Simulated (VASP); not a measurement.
# BaTe (Fm-3m) in VASP: settings compared

BaTe is run at these levels: PBE, LDA, r2SCAN; tasks: single point.

Program: VASP 6.6.1. These are calculated values, not measurements. Logs are shortened: lines on timing, memory, paths and dates and some standing lists are left out, and cuts for length are marked.

## 1. The cell of the first run

Symmetry: Fm-3m, No. 225, cubic system. Conventional cell: a = 7.065 Å, b = 7.065 Å, c = 7.065 Å, α = 90.00°, β = 90.00°, γ = 90.00°. Ba (site symmetry m-3m) has 6 Te at 3.53 Å within 4.6 Å. Te (site symmetry m-3m) has 6 Ba at 3.53 Å within 4.6 Å.

## 2. Single point, PBE

Input file INCAR:

```
PREC = Accurate
ENCUT = 520
EDIFF = 1E-6
ISMEAR = 0
SIGMA = 0.01
LREAL = F
LASPH = T
NELM = 100
ALGO = Normal
ISIF = 2
LWAVE = F
LCHARG = T
GGA = PE
LELF = T
LVHAR = T
NBANDS = 15
```

Input file KPOINTS:

```
Automatic mesh
0
Gamma
  4 4 4
```

Input file POSCAR:

```
BaTe
1.0
    0.0000000000      3.5323868249      3.5323868249
    3.5323868249      0.0000000000      3.5323868249
    3.5323868249      3.5323868249      0.0000000000
Ba Te
1 1
Direct
    0.0000000000      0.0000000000      0.0000000000
    0.5000000000      0.5000000000      0.5000000000
```

Potentials or basis: VASP PAW PBE potentials, release 64 (Ba_sv, Te).

Started as:

```
$ cat potpaw_PBE.64/Ba_sv/POTCAR potpaw_PBE.64/Te/POTCAR > POTCAR
$ mpirun -np 1 vasp_std > vasp.out
```

OUTCAR:

```text
PREC = Accurate
   ENCUT = 520
   EDIFF = 1E-6
   ISMEAR = 0
   LREAL = F
   LASPH = T
   NELM = 100
   ISIF = 2
   GGA = PE

 ion  position               nearest neighbor table
   1  0.000  0.000  0.000-   2 3.53   2 3.53   2 3.53   2 3.53   2 3.53   2 3.53
   2  0.500  0.500  0.500-   1 3.53   1 3.53   1 3.53   1 3.53   1 3.53   1 3.53

  LATTYP: Found a face centered cubic cell.
 ALAT       =     7.0647736498

  Lattice vectors:

 A1 = (   0.0000000000,   3.5323868249,   3.5323868249)
 A2 = (   3.5323868249,   0.0000000000,   3.5323868249)
 A3 = (   3.5323868249,   3.5323868249,   0.0000000000)

Analysis of symmetry for initial positions (statically):
=====================================================================
 Subroutine PRICEL returns:
 Original cell was already a primitive cell.

 Routine SETGRP: Setting up the symmetry group for a
 face centered cubic supercell.

 Subroutine GETGRP returns: Found 48 space group operations
 (whereof 48 operations were pure point group operations)
 out of a pool of 48 trial point group operations.

The static configuration has the point symmetry O_h .

Analysis of symmetry for dynamics (positions and initial velocities):
=====================================================================
 Subroutine PRICEL returns:
 Original cell was already a primitive cell.

 Routine SETGRP: Setting up the symmetry group for a
 face centered cubic supercell.

 Subroutine GETGRP returns: Found 48 space group operations
 (whereof 48 operations were pure point group operations)
 out of a pool of 48 trial point group operations.

The dynamic configuration has the point symmetry O_h .

 Subroutine INISYM returns: Found 48 space group operations
 (whereof 48 operations are pure point group operations),
 and found     1 'primitive' translations

----------------------------------------------------------------------------------------

                                     Primitive cell

  volume of cell :      88.1525

  direct lattice vectors                    reciprocal lattice vectors
     0.000000000  3.532386825  3.532386825    -0.141547352  0.141547352  0.141547352
     3.532386825  0.000000000  3.532386825     0.141547352 -0.141547352  0.141547352
     3.532386825  3.532386825  0.000000000     0.141547352  0.141547352 -0.141547352

  length of vectors
     4.995549355  4.995549355  4.995549355     0.245167205  0.245167205  0.245167205

  position of ions in fractional coordinates (direct lattice)
     0.000000000  0.000000000  0.000000000
     0.500000000  0.500000000  0.500000000

  ion indices of the primitive-cell ions
   primitive index   ion index
                 1           1
                 2           2

----------------------------------------------------------------------------------------

 KPOINTS: Automatic mesh

Automatic generation of k-mesh.
 Grid dimensions read from file:
 generate k-points for:    4    4    4

 Generating k-lattice:

  Cartesian coordinates                     Fractional coordinates (reciprocal lattice)
    -0.035386838  0.035386838  0.035386838     0.250000000  0.000000000  0.000000000
     0.035386838 -0.035386838  0.035386838     0.000000000  0.250000000  0.000000000
     0.035386838  0.035386838 -0.035386838     0.000000000  0.000000000  0.250000000

  Length of vectors
     0.061291801  0.061291801  0.061291801

  Shift w.r.t. Gamma in fractional coordinates (k-lattice)
     0.000000000  0.000000000  0.000000000

 Subroutine IBZKPT returns following result:
 ===========================================

 Found      8 irreducible k-points:

 Following reciprocal coordinates:
            Coordinates               Weight
  0.000000  0.000000  0.000000      1.000000
  0.250000  0.000000  0.000000      8.000000
  0.500000  0.000000  0.000000      4.000000
  0.250000  0.250000  0.000000      6.000000
  0.500000  0.250000  0.000000     24.000000
 -0.250000  0.250000  0.000000     12.000000
  0.500000  0.500000  0.000000      3.000000
 -0.250000  0.500000  0.250000      6.000000
   k-points           NKPTS =      8   k-points in BZ     NKDIM =      8   number of bands    NBANDS=     15
   number of dos      NEDOS =    301   number of ions     NIONS =      2
   total plane-waves  NPLWV =  64000
   dimension x,y,z NGX =    40 NGY =   40 NGZ =   40
   dimension x,y,z NGXF=    80 NGYF=   80 NGZF=   80
   ions per type =               1   1
   NGX,Y,Z   is equivalent  to a cutoff of  13.31, 13.31, 13.31 a.u.
   NGXF,Y,Z  is equivalent  to a cutoff of  26.62, 26.62, 26.62 a.u.
 SYSTEM =  unknown system
   PREC   = accura    normal or accurate (medium, high low for compatibility)
   ISTART =      0    job   : 0-new  1-cont  2-samecut
   ICHARG =      2    charge: 1-file 2-atom 10-const
   ISPIN  =      1    spin polarized calculation?
   LNONCOLLINEAR =      F non collinear calculations
   LSORBIT =      F    spin-orbit coupling
   LASPH  =      T    aspherical Exc in radial PAW
   ENCUT  =  520.0 eV  38.22 Ry    6.18 a.u.   9.29  9.29  9.29*2*pi/ulx,y,z
   NELM   =    100;   NELMIN=  2; NELMDL= -5     # of ELM steps
   EDIFF  = 0.1E-05   stopping-criterion for ELM
   LREAL  =      F    real-space projection
   EDIFFG = 0.1E-04   stopping-criterion for IOM
   NSW    =      0    number of steps for IOM
   IBRION =     -1    ionic relax: 0-MD 1-quasi-New 2-CG
   NFREE  =      0    steps in history (QN), initial steepest desc. (CG)
   ISIF   =      2    stress and relaxation
   ISYM   =      2    0-nonsym 1-usesym 2-fastsym
   POTIM  = 0.5000    time-step for ionic-motion
   TEBEG  =    0.0;   TEEND  =   0.0 temperature during run
   PSTRESS=    0.0 pullay stress
   NELECT =      16.0000    total number of electrons
   NUPDOWN=      -1.0000    fix difference up-down
   EMIN   =  10.00;   EMAX   =-10.00  energy-range for DOS
   EFERMI =   0.00;   METHOD = LEGACY
   ISMEAR =     0;   SIGMA  =   0.01  broadening in eV -4-tet -1-fermi 0-gaus
   EFERMI_NEDOS =   21; number of points for ismear=-14 and -15
   IALGO  =     38    algorithm
   IMIX   =      4    mixing-type and parameters
     AMIX     =   0.40;   BMIX     =  1.00
     AMIX_MAG =   1.60;   BMIX_MAG =  1.00
  volume/ion in A,a.u.               =      44.08       297.44
  Fermi-wavevector in a.u.,A,eV,Ry     =   0.926908  1.751602 11.689557  0.859158
  Thomas-Fermi vector in A             =   2.052921
   LORBIT       =      0    0 simple, 1 ext, 2 COOP (PROOUT), +10 PAW based schemes
   GGA     = PE    functional components
   LHFCALC =     F    Hartree Fock is set to
   AEXX    =    0.0000 exact exchange contribution
   IVDW    =     0    specifies the selected vdW correction
   LEPSILON=     F    determine dielectric tensor
   LRPA    =     F    only Hartree local field effects (RPA)
 non-spin polarized calculation
 Gauss-broadening in eV      SIGMA  =   0.01
  energy-cutoff  :      520.00
  volume of cell :       88.15
 maximum number of plane-waves:      2421
 NGX is ok and might be reduce to    40
   NGX = 19   NGY = 19   NGZ = 19

 number of electron      16.0000000 magnetization

 Free energy of the ion-electron system (eV)
  ---------------------------------------------------
  ext. energy  EPLUGINS =         0.00000000
  ---------------------------------------------------
  free energy    TOTEN  =        -8.61980835 eV

  energy without entropy =       -8.61980835  energy(sigma->0) =       -8.61980835

 E-fermi :   2.2147     XC(G=0):  -8.1331

 val. band max:        2.1130741068   @ k =   0.0000   0.0000   0.0000
 cond. band min:       3.6848186734   @ k =   0.5000   0.5000   0.0000
 fundamental gap:      1.5717445666
 Fermi energy:         2.2146504354

 k-point     1 :       0.0000    0.0000    0.0000
  band No.  band energies     occupation
      1     -24.9910      2.00000
      2     -10.1354      2.00000
      3     -10.1354      2.00000
      4     -10.1354      2.00000
      5      -7.3658      2.00000
      6       2.1131      2.00000
      7       2.1131      2.00000
      8       2.1131      2.00000
      9       4.9142      0.00000
     10       5.0476      0.00000
     11       5.0476      0.00000
     12       5.0476      0.00000
     13       5.6353      0.00000
     14       5.6353      0.00000
     15       9.0931      0.00000

 k-point     2 :       0.2500    0.0000    0.0000
  band No.  band energies     occupation
      1     -24.9853      2.00000
      2     -10.3322      2.00000
      3     -10.1409      2.00000
      4     -10.1409      2.00000
      5      -7.0292      2.00000
      6       0.7882      2.00000
      7       1.4748      2.00000
      8       1.4748      2.00000
      9       5.2191      0.00000
     10       5.7391      0.00000
     11       5.7391      0.00000
     12       6.8085      0.00000
     13       7.1065      0.00000
     14       7.1065      0.00000
     15      10.2745      0.00000

 k-point     3 :       0.5000    0.0000    0.0000
  band No.  band energies     occupation
      1     -24.9797      2.00000
      2     -10.4999      2.00000
      3     -10.1464      2.00000
      4     -10.1464      2.00000
      5      -6.7062      2.00000
      6      -0.0517      2.00000
      7       1.0367      2.00000
      8       1.0367      2.00000
      9       6.2628      0.00000
     10       6.7946      0.00000
     11       6.9327      0.00000
     12       6.9327      0.00000
     13       8.9947      0.00000
     14       8.9947      0.00000
     15       9.3889      0.00000
[... 55 lines left out ...]
 k-point     7 :       0.5000    0.5000    0.0000
  band No.  band energies     occupation
      1     -24.9760      2.00000
      2     -10.3205      2.00000
      3     -10.2097      2.00000
      4     -10.2097      2.00000
      5      -7.1662      2.00000
      6       0.9874      2.00000
      7       1.7298      2.00000
      8       1.7298      2.00000
      9       3.6848      0.00000
     10       6.4887      0.00000
     11       6.6342      0.00000
     12       7.5720      0.00000
     13       7.7479      0.00000
     14       7.7479      0.00000
     15       9.8102      0.00000

 k-point     8 :      -0.2500    0.5000    0.2500
  band No.  band energies     occupation
      1     -24.9760      2.00000
      2     -10.2652      2.00000
      3     -10.2652      2.00000
      4     -10.2652      2.00000
      5      -6.9890      2.00000
      6       0.8802      2.00000
      7       1.1818      2.00000
      8       1.1818      2.00000
      9       5.6113      0.00000
     10       5.6113      0.00000
     11       6.8479      0.00000
     12       7.1313      0.00000
     13       7.7588      0.00000
     14      10.0279      0.00000
     15      10.1580      0.00000

------------------------ aborting loop because EDIFF is reached ----------------------------------------

  FORCE on cell =-STRESS in cart. coord.  units (eV):
  Direction    XX          YY          ZZ          XY          YZ          ZX
  --------------------------------------------------------------------------------------
  -------------------------------------------------------------------------------------
  Total        0.1936643      0.1936643      0.1936643     -0.0000000     -0.0000000     -0.0000000
  in kB        3.5198605      3.5198605      3.5198605     -0.0000000     -0.0000000     -0.0000000
  external PRESSURE =       3.5198605 kB  Pullay stress =       0.0000000 kB

 VOLUME and BASIS-vectors are now :
 -----------------------------------------------------------------------------
  energy-cutoff  :      520.00
  volume of cell :       88.15
      direct lattice vectors                 reciprocal lattice vectors
     0.000000000  3.532386825  3.532386825    -0.141547352  0.141547352  0.141547352
     3.532386825  0.000000000  3.532386825     0.141547352 -0.141547352  0.141547352
     3.532386825  3.532386825  0.000000000     0.141547352  0.141547352 -0.141547352

 POSITION                                       TOTAL-FORCE (eV/Angst)
 -----------------------------------------------------------------------------------
      0.00000      0.00000      0.00000        -0.000000      0.000000     -0.000000
      3.53239      3.53239      3.53239         0.000000     -0.000000      0.000000
 -----------------------------------------------------------------------------------
    total drift:                                0.000000     -0.000000     -0.000000

  FREE ENERGIE OF THE ION-ELECTRON SYSTEM (eV)
  ---------------------------------------------------
  free  energy   TOTEN  =        -8.6198083541 eV

  energy  without entropy=       -8.6198083541  energy(sigma->0) =       -8.61980835
```

Wall time 30 s (1 thread of AMD EPYC 7R43 (Zen 3), shared host); peak memory 0.19 GiB.

What came out:

* Free energy: -8.6198 eV
* Pressure: 0.4 GPa
* Band gap on the k mesh: 1.57 eV, indirect (least direct gap 1.96 eV)

Levels at points of the mesh, in eV from the valence-band top:
| k point | band 5 | band 6 | band 7 | band 8 | band 9 | band 10 | band 11 | band 12 |
| --- | --- | --- | --- | --- | --- | --- | --- | --- |
| (0.00, 0.00, 0.00) | -9.48 | 0.00 | 0.00 | 0.00 | 2.80 | 2.93 | 2.93 | 2.93 |
| (0.50, 0.00, 0.00) | -8.82 | -2.16 | -1.08 | -1.08 | 4.15 | 4.68 | 4.82 | 4.82 |
| (0.50, 0.50, 0.00) | -9.28 | -1.13 | -0.38 | -0.38 | 1.57 | 4.38 | 4.52 | 5.46 |

Caveat: spin-orbit coupling is left out, which moves the levels of the heavy elements.

## 3. Single point, PBE

Input file INCAR:

```
SYSTEM = BaTe
PREC = Accurate ; ENCUT = 520
EDIFF = 1E-7 ; ISMEAR = 0
SIGMA = 0.01 ; LREAL = .False.
LASPH = .True. ; NELM = 100
ALGO = Normal ; ISIF = 2
LWAVE = .False. ; LCHARG = .False.
GGA = PE ; NBANDS = 15
```

Input file KPOINTS:

```
Automatic mesh
0
Gamma
  4 4 4
  0 0 0
```

POSCAR is that of step 2.

Potentials or basis: VASP PAW PBE potentials, release 64 (Ba_sv, Te).

Started as:

```
$ cat potpaw_PBE.64/Ba_sv/POTCAR potpaw_PBE.64/Te/POTCAR > POTCAR
$ mpirun -np 1 vasp_std > vasp.out
```

It took 31 s on 1 thread of AMD EPYC 7R43 (Zen 3), shared host; peak memory 0.19 GiB.

Results (log left out):

* Free energy: -8.6198 eV
* Pressure: 0.4 GPa
* Band gap on the k mesh: 1.57 eV, indirect (least direct gap 1.96 eV)

Levels at points of the mesh, in eV from the valence-band top:
```
           k point  band 6  band 7  band 8  band 9  band 10  band 11
(0.00, 0.00, 0.00)    0.00    0.00    0.00    2.80     2.93     2.93
(0.50, 0.00, 0.00)   -2.16   -1.08   -1.08    4.15     4.68     4.82
(0.50, 0.50, 0.00)   -1.13   -0.38   -0.38    1.57     4.38     4.52
```

Caveat: spin-orbit coupling is left out, which moves the levels of the heavy elements. A k mesh can miss the band edges.

## 4. Single point, LDA

Input file INCAR:

```
SYSTEM = BaTe
PREC = Accurate
ENCUT = 520
EDIFF = 1E-6
ISMEAR = 0
SIGMA = 0.01
LREAL = .FALSE.
LASPH = .TRUE.
NELM = 100
ALGO = Normal
ISIF = 2
LWAVE = .FALSE.
LCHARG = .TRUE.
GGA = CA
LELF = .TRUE.
LVHAR = .TRUE.
NBANDS = 15
```

Input file KPOINTS:

```
Automatic mesh
0
G
  4 4 4
  0 0 0
```

POSCAR is that of step 3.

Potentials or basis: VASP PAW LDA potentials, release 64 (Ba_sv, Te).

Started as:

```
$ cat potpaw_LDA.64/Ba_sv/POTCAR potpaw_LDA.64/Te/POTCAR > POTCAR
$ mpirun -np 1 vasp_std > vasp.out
```

It took 25 s on 1 thread of AMD EPYC 7R43 (Zen 3), shared host; peak memory 0.14 GiB.

The run converged. Its results:

* Free energy: -9.5572 eV
* Pressure: -2.1 GPa
* Band gap on the k mesh: 1.44 eV, indirect (least direct gap 1.83 eV)

Levels at points of the mesh, in eV from the valence-band top:
| k point | band 6 | band 7 | band 8 | band 9 | band 10 | band 11 |
| --- | --- | --- | --- | --- | --- | --- |
| (0.00, 0.00, 0.00) | 0.00 | 0.00 | 0.00 | 2.58 | 2.81 | 2.81 |
| (0.50, 0.00, 0.00) | -2.22 | -1.10 | -1.10 | 4.02 | 4.56 | 4.70 |
| (0.50, 0.50, 0.00) | -1.14 | -0.39 | -0.39 | 1.44 | 4.32 | 4.33 |

Caveat: spin-orbit coupling is left out, which moves the levels of the heavy elements.

## 5. Single point, r2SCAN

POSCAR is that of step 4.

Input file INCAR.step1:

```
PREC = Accurate ; ENCUT = 520
ISMEAR = 0 ; SIGMA = 0.01
LREAL = F ; LASPH = T
NELM = 100 ; NBANDS = 15
GGA = PE ; ALGO = Normal
EDIFF = 1E-4 ; LWAVE = T
LCHARG = F
```

Input file INCAR.step2:

```
PREC = Accurate ; ENCUT = 520
EDIFF = 1E-6 ; ISMEAR = 0
SIGMA = 0.01 ; LREAL = F
LASPH = T ; NELM = 100
ALGO = Normal ; ISIF = 2
LWAVE = F ; LCHARG = F
METAGGA = R2SCAN ; LMIXTAU = T
NBANDS = 15 ; ISTART = 1
```

Input file KPOINTS:

```
regular mesh
0
Gamma
  4 4 4
```

Potentials or basis: VASP PAW PBE potentials, release 64 (Ba_sv, Te).

Started as:

```
$ cat potpaw_PBE.64/Ba_sv/POTCAR potpaw_PBE.64/Te/POTCAR > POTCAR
$ cp INCAR.step1 INCAR
$ mpirun -np 1 vasp_std > vasp.out
$ cp INCAR.step2 INCAR
$ mpirun -np 1 vasp_std > vasp.out
```

Wall time 2 min (1 thread of AMD EPYC 7R43 (Zen 3), shared host); peak memory 0.21 GiB.

The run converged. Its results:

* Free energy: -56.0220 eV
* Pressure: 0.3 GPa
* Band gap on the k mesh: 1.93 eV, indirect (least direct gap 2.31 eV)

Levels at points of the mesh, in eV from the valence-band top:
```csv
k point,band 4,band 5,band 6,band 7,band 8,band 9,band 10,band 11,band 12,band 13
"(0.00, 0.00, 0.00)",-12.61,-9.75,0.00,0.00,0.00,3.35,3.35,3.35,3.47,4.01
"(0.50, 0.00, 0.00)",-12.62,-9.05,-2.15,-1.07,-1.07,4.60,5.19,5.34,5.34,7.41
"(0.50, 0.50, 0.00)",-12.69,-9.54,-1.14,-0.39,-0.39,1.93,4.89,5.23,6.09,6.16
```

Caveat: the PAW data sets were made with another functional, which shifts forces and pressure a little; spin-orbit coupling is left out, which moves the levels of the heavy elements.

## 6. Single point, PBE

Input file INCAR:

```
  PREC = Accurate
  ENCUT = 520
  EDIFF = 1E-7
  ISMEAR = 0
  SIGMA = 0.01
  LREAL = F
  LASPH = T
  NELM = 100
  ALGO = Normal
  ISIF = 2
  LWAVE = F
  LCHARG = F
  GGA = PE
  NBANDS = 15
```

Input file KPOINTS:

```
Automatic mesh
0
Gamma
  6 6 6
```

POSCAR is that of step 5.

Potentials or basis: VASP PAW PBE potentials, release 64 (Ba_sv, Te).

Started as:

```
$ cat potpaw_PBE.64/Ba_sv/POTCAR potpaw_PBE.64/Te/POTCAR > POTCAR
$ mpirun -np 1 vasp_std > vasp.out
```

Wall time 56 s (1 thread of AMD EPYC 7R43 (Zen 3), shared host); peak memory 0.2 GiB.

Results (log left out):

```yaml
Free_energy: -8.6282 eV
Pressure: 0.3 GPa
Band_gap_on_the_k_mesh: 1.58 eV, indirect (least direct gap 1.96 eV)
```

Levels at points of the mesh, in eV from the valence-band top:
```csv
k point,band 5,band 6,band 7,band 8,band 9,band 10,band 11,band 12
"(0.00, 0.00, 0.00)",-9.48,0.00,0.00,0.00,2.80,2.94,2.94,2.94
"(0.50, 0.00, 0.00)",-8.82,-2.16,-1.07,-1.07,4.15,4.69,4.83,4.83
"(0.50, 0.50, 0.00)",-9.28,-1.12,-0.38,-0.38,1.58,4.38,4.53,5.47
```

Caveat: spin-orbit coupling is left out, which moves the levels of the heavy elements.

## 7. The runs side by side

```csv
level,potentials or basis,k mesh,gap on the mesh (eV),pressure (GPa)
PBE,"VASP PAW PBE potentials, release 64 (Ba_sv, Te)",4 × 4 × 4,1.57,0.4
LDA,"VASP PAW LDA potentials, release 64 (Ba_sv, Te)",4 × 4 × 4,1.44,-2.1
r2SCAN,"VASP PAW PBE potentials, release 64 (Ba_sv, Te)",4 × 4 × 4,1.93,0.3
PBE,"VASP PAW PBE potentials, release 64 (Ba_sv, Te)",6 × 6 × 6,1.58,0.3
```

Alike in all rows: task single point; no spin polarisation; cell as given; cutoff (eV) 520; smearing gaussian 0.01 eV.

Caveats: spin-orbit coupling is left out, which moves the levels of the heavy elements; the PAW data sets were made with another functional, which shifts forces and pressure a little (some runs).

Total energies depend on the potentials used, so only differences within one code and one set of settings carry meaning.
